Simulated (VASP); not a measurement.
Here is a VASP 6.6.1 calculation.

The input INCAR:

```
SYSTEM = TiH
  PREC = Accurate
  ENCUT = 600
  EDIFF = 1E-7
  ISMEAR = 1
  SIGMA = 0.05
  LREAL = .False.
  LASPH = .True.
  NELM = 80
  ALGO = Normal
  ISIF = 3
  LWAVE = .False.
  LCHARG = .False.
  GGA = CA
  IBRION = 2
  NSW = 60
  EDIFFG = -0.02
  PSTRESS = 400.0
```

Contents of KPOINTS:

```
Automatic mesh
0
Gamma
  7 7 4
  0 0 0
```

File POSCAR:

```
TiH
1.0
    2.8775820000      0.0000000000      0.0000000000
   -1.4387910000      2.4920590000      0.0000000000
    0.0000000000      0.0000000000      5.2632940000
Ti H
2 2
Direct
    0.0000000000      0.0000000000      0.0000000000
    0.0000000000      0.0000000000      0.5000000000
    0.6666666667      0.3333333333      0.7500000000
    0.3333333333      0.6666666667      0.2500000000
```

Potentials or basis: VASP PAW LDA potentials, release 64 (Ti_sv, H).

The run is started by

```console
$ cat potpaw_LDA.64/Ti_sv/POTCAR potpaw_LDA.64/H/POTCAR > POTCAR
$ mpirun -np 1 vasp_std > vasp.out
```

(1) Estimate the relaxed volume.

(2) What does it give for the band gap on the k mesh?

(3) What does it give for the space group after relaxing (to 0.05 Å)?

## Answers

(1) 7.20 Å³/atom.

(2) zero (band 13 reaches 12.54 eV, above the bottom of band 14 at 10.81 eV).

(3) P6_3/mmc (No. 194).

Caveat: the k points lie up to 0.39 Å⁻¹ apart in the final cell; the cell is relaxed towards a set pressure, so the enthalpy falls and the energy may rise; the volume moved by over 15 % at a fixed basis, so the end points are rough.
